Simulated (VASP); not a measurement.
# Ca2C in VASP: single point with PBE

Aim: the single point of Ca2C with PBE.

Program: VASP 6.6.1. These are calculated values, not measurements. Logs are shortened: lines on timing, memory, paths and dates and some standing lists are left out, and cuts for length are marked.

## Step 1: The cell of the first run

The cell holds a sheet with vacuum, 3 atoms: a = 5.795 Å, b = 5.795 Å, c = 14.000 Å, α = 90.00°, β = 90.00°, γ = 120.00°.

The cell was built from a structure type or drawn by symmetry, and may not be a known phase.

## Step 2: Single point, PBE

INCAR

```
PREC = Accurate
ENCUT = 520
EDIFF = 1E-7
ISMEAR = 0
SIGMA = 0.1
LREAL = F
LASPH = T
NELM = 80
ALGO = Normal
ISIF = 2
LWAVE = F
LCHARG = F
LDIPOL = T
IDIPOL = 3
DIPOL = 0.5 0.5 0.500
GGA = PE
NBANDS = 19
```

KPOINTS

```
Automatic mesh
0
Gamma
  3 3 1
```

POSCAR

```
Ca2C
1.0
    5.7951290000      0.0000000000      0.0000000000
   -2.8975650000      5.0187290000      0.0000000000
    0.0000000000      0.0000000000     14.0000000000
Ca C
2 1
Direct
    0.3333333300      0.6666666700      0.5000000000
    0.6666666700      0.3333333300      0.5000000000
    0.0000000000      0.0000000000      0.5000000000
```

Potentials or basis: VASP PAW PBE potentials, release 64 (Ca_sv, C).

Launch:

```console
cat potpaw_PBE.64/Ca_sv/POTCAR potpaw_PBE.64/C/POTCAR > POTCAR
mpirun -np 1 vasp_std > vasp.out
```

OUTCAR:

```text
PREC = Accurate
   ENCUT = 520
   EDIFF = 1E-7
   ISMEAR = 0
   LREAL = F
   LASPH = T
   NELM = 80
   ISIF = 2
   GGA = PE

 ion  position               nearest neighbor table
   1  0.333  0.667  0.500-
   2  0.667  0.333  0.500-
   3  0.000  0.000  0.500-

  LATTYP: Found a hexagonal cell.
 ALAT       =     5.7951290000
 C/A-ratio  =     2.4158219774

  Lattice vectors:

 A1 = (   5.7951290000,   0.0000000000,   0.0000000000)
 A2 = (  -2.8975650000,   5.0187290000,   0.0000000000)
 A3 = (   0.0000000000,   0.0000000000,  14.0000000000)

Analysis of symmetry for initial positions (statically):
=====================================================================
 Subroutine PRICEL returns:
 Original cell was already a primitive cell.

 Routine SETGRP: Setting up the symmetry group for a
 hexagonal supercell.

 Subroutine GETGRP returns: Found 24 space group operations
 (whereof 24 operations were pure point group operations)
 out of a pool of 24 trial point group operations.

The static configuration has the point symmetry D_6h.

Analysis of symmetry for dynamics (positions and initial velocities):
=====================================================================
 Subroutine PRICEL returns:
 Original cell was already a primitive cell.

 Routine SETGRP: Setting up the symmetry group for a
 hexagonal supercell.

 Subroutine GETGRP returns: Found 24 space group operations
 (whereof 24 operations were pure point group operations)
 out of a pool of 24 trial point group operations.

The dynamic configuration has the point symmetry D_6h.

 Subroutine INISYM returns: Found 24 space group operations
 (whereof 24 operations are pure point group operations),
 and found     1 'primitive' translations

----------------------------------------------------------------------------------------

                                     Primitive cell

  volume of cell :     407.1785

  direct lattice vectors                    reciprocal lattice vectors
     5.795129000  0.000000000  0.000000000     0.172558713  0.099626835  0.000000000
    -2.897565000  5.018729000  0.000000000     0.000000000  0.199253636  0.000000000
     0.000000000  0.000000000 14.000000000     0.000000000  0.000000000  0.071428571

  length of vectors
     5.795129000  5.795129309 14.000000000     0.199253646  0.199253636  0.071428571

  position of ions in fractional coordinates (direct lattice)
     0.333333330  0.666666670  0.500000000
     0.666666670  0.333333330  0.500000000
     0.000000000  0.000000000  0.500000000

  ion indices of the primitive-cell ions
   primitive index   ion index
                 1           1
                 2           2
                 3           3

----------------------------------------------------------------------------------------

 KPOINTS: Automatic mesh

Automatic generation of k-mesh.
 Grid dimensions read from file:
 generate k-points for:    3    3    1

 Generating k-lattice:

  Cartesian coordinates                     Fractional coordinates (reciprocal lattice)
     0.057519571  0.033208945  0.000000000     0.333333333 -0.000000000  0.000000000
     0.000000000  0.066417879  0.000000000     0.000000000  0.333333333  0.000000000
     0.000000000  0.000000000  0.071428571     0.000000000  0.000000000  1.000000000

  Length of vectors
     0.066417882  0.066417879  0.071428571

  Shift w.r.t. Gamma in fractional coordinates (k-lattice)
     0.000000000  0.000000000  0.000000000

 Subroutine IBZKPT returns following result:
 ===========================================

 Found      3 irreducible k-points:

 Following reciprocal coordinates:
            Coordinates               Weight
  0.000000  0.000000  0.000000      1.000000
  0.333333 -0.000000  0.000000      6.000000
  0.333333  0.333333  0.000000      2.000000
   k-points           NKPTS =      3   k-points in BZ     NKDIM =      3   number of bands    NBANDS=     19
   number of dos      NEDOS =    301   number of ions     NIONS =      3
   total plane-waves  NPLWV = 248832
   dimension x,y,z NGX =    48 NGY =   48 NGZ =  108
   dimension x,y,z NGXF=    96 NGYF=   96 NGZF=  216
   ions per type =               2   1
   NGX,Y,Z   is equivalent  to a cutoff of  13.77, 13.77, 12.82 a.u.
   NGXF,Y,Z  is equivalent  to a cutoff of  27.54, 27.54, 25.65 a.u.
 SYSTEM =  unknown system
   PREC   = accura    normal or accurate (medium, high low for compatibility)
   ISTART =      0    job   : 0-new  1-cont  2-samecut
   ICHARG =      2    charge: 1-file 2-atom 10-const
   ISPIN  =      1    spin polarized calculation?
   LNONCOLLINEAR =      F non collinear calculations
   LSORBIT =      F    spin-orbit coupling
   LASPH  =      T    aspherical Exc in radial PAW
   ENCUT  =  520.0 eV  38.22 Ry    6.18 a.u.  10.78 10.78 26.03*2*pi/ulx,y,z
   NELM   =     80;   NELMIN=  2; NELMDL= -5     # of ELM steps
   EDIFF  = 0.1E-06   stopping-criterion for ELM
   LREAL  =      F    real-space projection
   EDIFFG = 0.1E-05   stopping-criterion for IOM
   NSW    =      0    number of steps for IOM
   IBRION =     -1    ionic relax: 0-MD 1-quasi-New 2-CG
   NFREE  =      0    steps in history (QN), initial steepest desc. (CG)
   ISIF   =      2    stress and relaxation
   ISYM   =      2    0-nonsym 1-usesym 2-fastsym
   POTIM  = 0.5000    time-step for ionic-motion
   TEBEG  =    0.0;   TEEND  =   0.0 temperature during run
   PSTRESS=    0.0 pullay stress
   NELECT =      24.0000    total number of electrons
   NUPDOWN=      -1.0000    fix difference up-down
   EMIN   =  10.00;   EMAX   =-10.00  energy-range for DOS
   EFERMI =   0.00;   METHOD = LEGACY
   ISMEAR =     0;   SIGMA  =   0.10  broadening in eV -4-tet -1-fermi 0-gaus
   EFERMI_NEDOS =   21; number of points for ismear=-14 and -15
   IALGO  =     38    algorithm
   IMIX   =      4    mixing-type and parameters
     AMIX     =   0.40;   BMIX     =  1.00
     AMIX_MAG =   1.60;   BMIX_MAG =  1.00
  volume/ion in A,a.u.               =     135.73       915.93
  Fermi-wavevector in a.u.,A,eV,Ry     =   0.637114  1.203970  5.522794  0.405914
  Thomas-Fermi vector in A             =   1.702011
   LORBIT       =      0    0 simple, 1 ext, 2 COOP (PROOUT), +10 PAW based schemes
   GGA     = PE    functional components
   LHFCALC =     F    Hartree Fock is set to
   AEXX    =    0.0000 exact exchange contribution
   IVDW    =     0    specifies the selected vdW correction
   LEPSILON=     F    determine dielectric tensor
   LRPA    =     F    only Hartree local field effects (RPA)
 non-spin polarized calculation
 Gauss-broadening in eV      SIGMA  =   0.10
  energy-cutoff  :      520.00
  volume of cell :      407.18
 maximum number of plane-waves:     10989
 NGX is ok and might be reduce to    48
   NGX = 21   NGY = 21   NGZ = 53

 dipolmoment           0.000000      0.000000     -0.000000 electrons x Angstroem

 number of electron      24.0000006 magnetization

 dipolmoment           0.000000      0.000000      0.000000 electrons x Angstroem

 Free energy of the ion-electron system (eV)
  ---------------------------------------------------
  ext. energy  EPLUGINS =         0.00000000
  ---------------------------------------------------
  free energy    TOTEN  =        -6.66929777 eV

  energy without entropy =       -6.64345868  energy(sigma->0) =       -6.65637822

 E-fermi :  -2.1768     XC(G=0):  -2.9156

 val. band max:       -2.2460743558   @ k =   0.3333   0.3333   0.0000
 cond. band min:      -1.6945587716   @ k =   0.3333  -0.0000   0.0000
 fundamental gap:      0.5515155842
 Fermi energy:        -2.1767680385

 k-point     1 :       0.0000    0.0000    0.0000
  band No.  band energies     occupation
      1     -45.0175      2.00000
      2     -44.9711      2.00000
      3     -26.0650      2.00000
      4     -26.0444      2.00000
      5     -26.0444      2.00000
      6     -26.0151      2.00000
[... 11 lines left out ...]
     18      -0.7556      0.00000
     19       0.0178      0.00000

 k-point     2 :       0.3333   -0.0000    0.0000
  band No.  band energies     occupation
      1     -45.0077      2.00000
      2     -44.9809      2.00000
      3     -26.0569      2.00000
      4     -26.0545      2.00000
      5     -26.0257      2.00000
      6     -26.0100      2.00000
[... 11 lines left out ...]
     18      -0.2946      0.00000
     19      -0.0415      0.00000

 k-point     3 :       0.3333    0.3333    0.0000
  band No.  band energies     occupation
      1     -44.9943      2.00000
      2     -44.9943      2.00000
      3     -26.0695      2.00000
      4     -26.0401      2.00000
      5     -26.0401      2.00000
      6     -25.9423      2.00000
[... 11 lines left out ...]
     18      -0.3952      0.00000
     19      -0.3817      0.00000

------------------------ aborting loop because EDIFF is reached ----------------------------------------

 vacuum level on the upper side and lower side of the slab       (xc-potential included)        -0.177        -0.177

  FORCE on cell =-STRESS in cart. coord.  units (eV):
  Direction    XX          YY          ZZ          XY          YZ          ZX
  --------------------------------------------------------------------------------------
  -------------------------------------------------------------------------------------
  Total       -7.1728534     -7.1728536     -0.0197848      0.0000007      0.0000000      0.0000000
  in kB      -28.2239405    -28.2239412     -0.0778498      0.0000028      0.0000000      0.0000000
  external PRESSURE =     -18.8419105 kB  Pullay stress =       0.0000000 kB

 VOLUME and BASIS-vectors are now :
 -----------------------------------------------------------------------------
  energy-cutoff  :      520.00
  volume of cell :      407.18
      direct lattice vectors                 reciprocal lattice vectors
     5.795129000  0.000000000  0.000000000     0.172558713  0.099626835  0.000000000
    -2.897565000  5.018729000  0.000000000     0.000000000  0.199253636  0.000000000
     0.000000000  0.000000000 14.000000000     0.000000000  0.000000000  0.071428571

 POSITION                                       TOTAL-FORCE (eV/Angst)
 -----------------------------------------------------------------------------------
     -0.00000      3.34582      7.00000        -0.000000     -0.000000      0.000000
      2.89756      1.67291      7.00000         0.000000      0.000000      0.000000
      0.00000      0.00000      7.00000         0.000000      0.000000      0.000000
 -----------------------------------------------------------------------------------
    total drift:                                0.000000     -0.000000      0.000000

  FREE ENERGIE OF THE ION-ELECTRON SYSTEM (eV)
  ---------------------------------------------------
  free  energy   TOTEN  =        -6.6692977678 eV

  energy  without entropy=       -6.6434586772  energy(sigma->0) =       -6.65637822

 vacuum level on the upper side and lower side of the slab         1.181         1.181
```

Wall time 2.1 min (1 thread of Intel Xeon 8259CL, shared host); peak memory 0.54 GiB.

What came out:

| Item | Value |
| --- | --- |
| Free energy | -6.6693 eV |
| Band gap on the k mesh | zero (bands 12 and 13 overlap by 0.12 eV) |

Levels at points of the mesh, in eV from the Fermi level:
```csv
k point,band 10,band 11,band 12,band 13,band 14,band 15
"(0.00, 0.00, 0.00)",-0.97,-0.71,-0.71,-0.19,1.33,1.35
```

Caveat: the k points lie up to 0.42 Å⁻¹ apart.
